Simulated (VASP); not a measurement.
# AgW2 (R-3m) in VASP: single point with PBE

Aim: the single point of AgW2 with PBE.

Program: VASP 6.6.1. These are calculated values, not measurements. Logs are shortened: lines on timing, memory, paths and dates and some standing lists are left out, and cuts for length are marked.

### Step 1. The cell of the first run

Symmetry: R-3m, No. 166, trigonal system. The conventional cell has a = 3.052 Å, b = 3.052 Å, c = 19.881 Å, α = 90.00°, β = 90.00°, γ = 120.00°. Ag (site symmetry -3m) has 6 W at 2.99 Å and 6 Ag at 3.05 Å within 3.9 Å. W (site symmetry 3m) has 9 W at 2.52 to 3.05 Å and 3 Ag at 2.99 Å within 3.3 Å.

### Step 2. Single point, PBE

Contents of INCAR:

```
  PREC = Accurate
  ENCUT = 630
  EDIFF = 1E-6
  ISMEAR = 0
  SIGMA = 0.1
  LREAL = F
  LASPH = T
  NELM = 120
  ALGO = Normal
  ISIF = 2
  LWAVE = F
  LCHARG = F
  GGA = PE
  NBANDS = 30
  GGA_COMPAT = F
```

Contents of KPOINTS:

```
regular mesh
0
Gamma
  6 6 6
```

Contents of POSCAR:

```
AgW2
1.0
    1.5262398443      0.8811749850      6.6269459531
   -1.5262398443      0.8811749850      6.6269459531
    0.0000000000     -1.7623499700      6.6269459531
Ag W
1 2
Direct
    0.0000000000      0.0000000000      0.0000000000
    0.7879012170      0.7879012170      0.7879012170
    0.2120987830      0.2120987830      0.2120987830
```

Potentials or basis: VASP PAW PBE potentials, release 64 (Ag_sv_GW, W_sv).

Started as:

```sh
$ cat potpaw_PBE.64/Ag_sv_GW/POTCAR potpaw_PBE.64/W_sv/POTCAR > POTCAR
$ mpirun -np 1 vasp_std > vasp.out
```

OUTCAR:

```text
PREC = Accurate
   ENCUT = 630
   EDIFF = 1E-6
   ISMEAR = 0
   LREAL = F
   LASPH = T
   NELM = 120
   ISIF = 2
   GGA = PE

 ion  position               nearest neighbor table
   1  0.000  0.000  0.000-   2 2.99   2 2.99   3 2.99   3 2.99   2 2.99   3 2.99
   2  0.788  0.788  0.788-   3 2.52   3 2.52   3 2.52   1 2.99   1 2.99   1 2.99
   3  0.212  0.212  0.212-   2 2.52   2 2.52   2 2.52   1 2.99   1 2.99   1 2.99

  LATTYP: Found a trigonal (rhomboedric) cell.
 ALAT       =     6.8572800790
 COS(alpha) =     0.9009232405

  Lattice vectors:

 A1 = (   1.5262398443,   0.8811749850,   6.6269459531)
 A2 = (  -1.5262398443,   0.8811749850,   6.6269459531)
 A3 = (   0.0000000000,  -1.7623499700,   6.6269459531)

Analysis of symmetry for initial positions (statically):
=====================================================================
 Subroutine PRICEL returns:
 Original cell was already a primitive cell.

 Routine SETGRP: Setting up the symmetry group for a
 trigonal (rhombohedral) supercell.

 Subroutine GETGRP returns: Found 12 space group operations
 (whereof 12 operations were pure point group operations)
 out of a pool of 12 trial point group operations.

The static configuration has the point symmetry D_3d.

Analysis of symmetry for dynamics (positions and initial velocities):
=====================================================================
 Subroutine PRICEL returns:
 Original cell was already a primitive cell.

 Routine SETGRP: Setting up the symmetry group for a
 trigonal (rhombohedral) supercell.

 Subroutine GETGRP returns: Found 12 space group operations
 (whereof 12 operations were pure point group operations)
 out of a pool of 12 trial point group operations.

The dynamic configuration has the point symmetry D_3d.

 Subroutine INISYM returns: Found 12 space group operations
 (whereof 12 operations are pure point group operations),
 and found     1 'primitive' translations

----------------------------------------------------------------------------------------

                                     Primitive cell

  volume of cell :      53.4749

  direct lattice vectors                    reciprocal lattice vectors
     1.526239844  0.881174985  6.626945953     0.327602507  0.189141396  0.050299691
    -1.526239844  0.881174985  6.626945953    -0.327602507  0.189141396  0.050299691
     0.000000000 -1.762349970  6.626945953     0.000000000 -0.378282792  0.050299691

  length of vectors
     6.857280079  6.857280079  6.857280079     0.381612276  0.381612276  0.381612276

  position of ions in fractional coordinates (direct lattice)
     0.000000000  0.000000000  0.000000000
     0.787901217  0.787901217  0.787901217
     0.212098783  0.212098783  0.212098783

  ion indices of the primitive-cell ions
   primitive index   ion index
                 1           1
                 2           2
                 3           3

----------------------------------------------------------------------------------------

 KPOINTS: regular mesh

Automatic generation of k-mesh.
 Grid dimensions read from file:
 generate k-points for:    6    6    6

 Generating k-lattice:

  Cartesian coordinates                     Fractional coordinates (reciprocal lattice)
     0.054600418  0.031523566  0.008383282     0.166666667 -0.000000000 -0.000000000
    -0.054600418  0.031523566  0.008383282    -0.000000000  0.166666667 -0.000000000
     0.000000000 -0.063047132  0.008383282    -0.000000000 -0.000000000  0.166666667

  Length of vectors
     0.063602046  0.063602046  0.063602046

  Shift w.r.t. Gamma in fractional coordinates (k-lattice)
     0.000000000  0.000000000  0.000000000

 Subroutine IBZKPT returns following result:
 ===========================================

 Found     32 irreducible k-points:

 Following reciprocal coordinates:
            Coordinates               Weight
  0.000000  0.000000  0.000000      1.000000
  0.166667 -0.000000  0.000000      6.000000
  0.333333 -0.000000  0.000000      6.000000
  0.500000  0.000000  0.000000      3.000000
  0.166667  0.166667  0.000000      6.000000
  0.333333  0.166667  0.000000     12.000000
[... 16 lines left out ...]
  0.500000  0.500000  0.166667      6.000000
 -0.333333  0.500000  0.166667     12.000000
 [... further k-points ...]
   k-points           NKPTS =     32   k-points in BZ     NKDIM =     32   number of bands    NBANDS=     30
   number of dos      NEDOS =    301   number of ions     NIONS =      3
   total plane-waves  NPLWV = 175616
   dimension x,y,z NGX =    56 NGY =   56 NGZ =   56
   dimension x,y,z NGXF=   112 NGYF=  112 NGZF=  112
   ions per type =               1   2
   NGX,Y,Z   is equivalent  to a cutoff of  13.58, 13.58, 13.58 a.u.
   NGXF,Y,Z  is equivalent  to a cutoff of  27.15, 27.15, 27.15 a.u.
 SYSTEM =  unknown system
   PREC   = accura    normal or accurate (medium, high low for compatibility)
   ISTART =      0    job   : 0-new  1-cont  2-samecut
   ICHARG =      2    charge: 1-file 2-atom 10-const
   ISPIN  =      1    spin polarized calculation?
   LNONCOLLINEAR =      F non collinear calculations
   LSORBIT =      F    spin-orbit coupling
   LASPH  =      T    aspherical Exc in radial PAW
   ENCUT  =  630.0 eV  46.30 Ry    6.80 a.u.  14.03 14.03 14.03*2*pi/ulx,y,z
   NELM   =    120;   NELMIN=  2; NELMDL= -5     # of ELM steps
   EDIFF  = 0.1E-05   stopping-criterion for ELM
   LREAL  =      F    real-space projection
[... 7 lines left out ...]
   TEBEG  =    0.0;   TEEND  =   0.0 temperature during run
   PSTRESS=    0.0 pullay stress
   NELECT =      47.0000    total number of electrons
   NUPDOWN=      -1.0000    fix difference up-down
   EMIN   =  10.00;   EMAX   =-10.00  energy-range for DOS
   EFERMI =   0.00;   METHOD = LEGACY
   ISMEAR =     0;   SIGMA  =   0.10  broadening in eV -4-tet -1-fermi 0-gaus
   EFERMI_NEDOS =   21; number of points for ismear=-14 and -15
   IALGO  =     38    algorithm
   IMIX   =      4    mixing-type and parameters
     AMIX     =   0.40;   BMIX     =  1.00
     AMIX_MAG =   1.60;   BMIX_MAG =  1.00
  volume/ion in A,a.u.               =      17.82       120.29
  Fermi-wavevector in a.u.,A,eV,Ry     =   1.568162  2.963396 33.458520  2.459132
  Thomas-Fermi vector in A             =   2.670234
   LORBIT       =      0    0 simple, 1 ext, 2 COOP (PROOUT), +10 PAW based schemes
   GGA     = PE    functional components
   LHFCALC =     F    Hartree Fock is set to
   AEXX    =    0.0000 exact exchange contribution
   IVDW    =     0    specifies the selected vdW correction
   LEPSILON=     F    determine dielectric tensor
   LRPA    =     F    only Hartree local field effects (RPA)
 non-spin polarized calculation
 Gauss-broadening in eV      SIGMA  =   0.10
  energy-cutoff  :      630.00
  volume of cell :       53.47
 maximum number of plane-waves:      1942
   NGX = 27   NGY = 27   NGZ = 27

 number of electron      46.9999996 magnetization

 Free energy of the ion-electron system (eV)
  ---------------------------------------------------
  ext. energy  EPLUGINS =         0.00000000
  ---------------------------------------------------
  free energy    TOTEN  =       -24.63284128 eV

  energy without entropy =      -24.61963510  energy(sigma->0) =      -24.62623819

 E-fermi :   8.7021     XC(G=0): -12.6477

 val. band max:        8.6946095893   @ k =  -0.3333   0.5000   0.3333
 cond. band min:       8.7226892775   @ k =   0.5000   0.1667   0.1667
 fundamental gap:      0.0280796882
 Fermi energy:         8.7020702234

 k-point     1 :       0.0000    0.0000    0.0000
  band No.  band energies     occupation
      1     -83.4013      2.00000
      2     -65.2056      2.00000
      3     -64.9704      2.00000
      4     -46.9055      2.00000
      5     -46.7977      2.00000
      6     -46.7977      2.00000
[... 22 lines left out ...]
     29      12.9676      0.00000
     30      12.9676      0.00000

 k-point     2 :       0.1667   -0.0000    0.0000
  band No.  band energies     occupation
      1     -83.4000      2.00000
      2     -65.1846      2.00000
      3     -64.9771      2.00000
      4     -46.9037      2.00000
      5     -46.8136      2.00000
      6     -46.8018      2.00000
[... 22 lines left out ...]
     29      13.1632      0.00000
     30      13.8347      0.00000

 k-point     3 :       0.3333   -0.0000    0.0000
  band No.  band energies     occupation
      1     -83.3976      2.00000
      2     -65.1343      2.00000
      3     -64.9985      2.00000
      4     -46.9000      2.00000
      5     -46.8453      2.00000
      6     -46.8100      2.00000
[... 22 lines left out ...]
     29      13.0248      0.00000
     30      14.0202      0.00000

 k-point     4 :       0.5000    0.0000    0.0000
  band No.  band energies     occupation
      1     -83.3964      2.00000
      2     -65.0983      2.00000
      3     -65.0202      2.00000
      4     -46.8981      2.00000
      5     -46.8611      2.00000
      6     -46.8141      2.00000
[... 22 lines left out ...]
     29      13.3745      0.00000
     30      13.9558      0.00000

 k-point     5 :       0.1667    0.1667    0.0000
  band No.  band energies     occupation
      1     -83.4000      2.00000
      2     -65.1846      2.00000
      3     -64.9771      2.00000
      4     -46.9037      2.00000
      5     -46.8136      2.00000
      6     -46.8018      2.00000
[... 22 lines left out ...]
     29      13.1876      0.00000
     30      14.0109      0.00000
[... 526 lines left out ...]
     29      13.5017      0.00000
     30      14.0417      0.00000

 k-point    22 :      -0.1667    0.3333    0.1667
  band No.  band energies     occupation
      1     -83.3964      2.00000
      2     -65.0984      2.00000
      3     -65.0201      2.00000
      4     -46.8981      2.00000
      5     -46.8532      2.00000
      6     -46.8221      2.00000
[... 22 lines left out ...]
     29      13.8782      0.00000
     30      14.3300      0.00000

 k-point    23 :       0.5000    0.5000    0.1667
  band No.  band energies     occupation
      1     -83.3976      2.00000
      2     -65.1343      2.00000
      3     -64.9985      2.00000
      4     -46.9000      2.00000
      5     -46.8453      2.00000
      6     -46.8100      2.00000
[... 22 lines left out ...]
     29      13.3199      0.00000
     30      15.4668      0.00000

 k-point    24 :      -0.3333    0.5000    0.1667
  band No.  band energies     occupation
      1     -83.3964      2.00000
      2     -65.0984      2.00000
      3     -65.0201      2.00000
      4     -46.8981      2.00000
      5     -46.8532      2.00000
      6     -46.8221      2.00000
[... 22 lines left out ...]
     29      13.7205      0.00000
     30      14.0737      0.00000

 [... further k-points ...]
[... 5 lines left out ...]
  --------------------------------------------------------------------------------------
  -------------------------------------------------------------------------------------
  Total        0.1146356      0.1146356      0.1682734      0.0000000      0.0000000      0.0000000
  in kB        3.4346354      3.4346354      5.0416921      0.0000000      0.0000000      0.0000000
  external PRESSURE =       3.9703210 kB  Pullay stress =       0.0000000 kB

 VOLUME and BASIS-vectors are now :
 -----------------------------------------------------------------------------
  energy-cutoff  :      630.00
  volume of cell :       53.47
      direct lattice vectors                 reciprocal lattice vectors
     1.526239844  0.881174985  6.626945953     0.327602507  0.189141396  0.050299691
    -1.526239844  0.881174985  6.626945953    -0.327602507  0.189141396  0.050299691
     0.000000000 -1.762349970  6.626945953     0.000000000 -0.378282792  0.050299691

 POSITION                                       TOTAL-FORCE (eV/Angst)
 -----------------------------------------------------------------------------------
      0.00000      0.00000      0.00000         0.000000     -0.000000     -0.000000
      0.00000      0.00000     15.66414         0.000000      0.000000     -0.082478
      0.00000      0.00000      4.21670         0.000000     -0.000000      0.082478
 -----------------------------------------------------------------------------------
    total drift:                                0.000000      0.000000      0.000000

  FREE ENERGIE OF THE ION-ELECTRON SYSTEM (eV)
  ---------------------------------------------------
  free  energy   TOTEN  =       -24.6328412792 eV

  energy  without entropy=      -24.6196351011  energy(sigma->0) =      -24.62623819
```

Run time: 3.3 min. Hardware: 1 thread of AMD EPYC 9R45 (Zen 5), shared host; peak memory 0.44 GiB.

Results:

```yaml
Free_energy: -24.6328 eV
Pressure: 0.4 GPa
Largest_force: 0.082 eV/Å
Band_gap_on_the_k_mesh: zero (an odd number of electrons rules out a gap without spin polarisation)
```

Forces in eV/Å, atoms in the order of the input:
```
Ag   0.000  0.000  0.000
W    0.000  0.000 -0.082
W    0.000  0.000  0.082
```

Stress tensor (GPa, compression positive):
```
0.34 0.00 0.00
0.00 0.34 0.00
0.00 0.00 0.50
```

Caveat: the k points lie up to 0.40 Å⁻¹ apart, too coarse for converged energies and pressures of a metal; spin-orbit coupling is left out, which moves the levels of the heavy elements.

The gap in the log of VASP goes by the Fermi energy; the results here count the filled bands.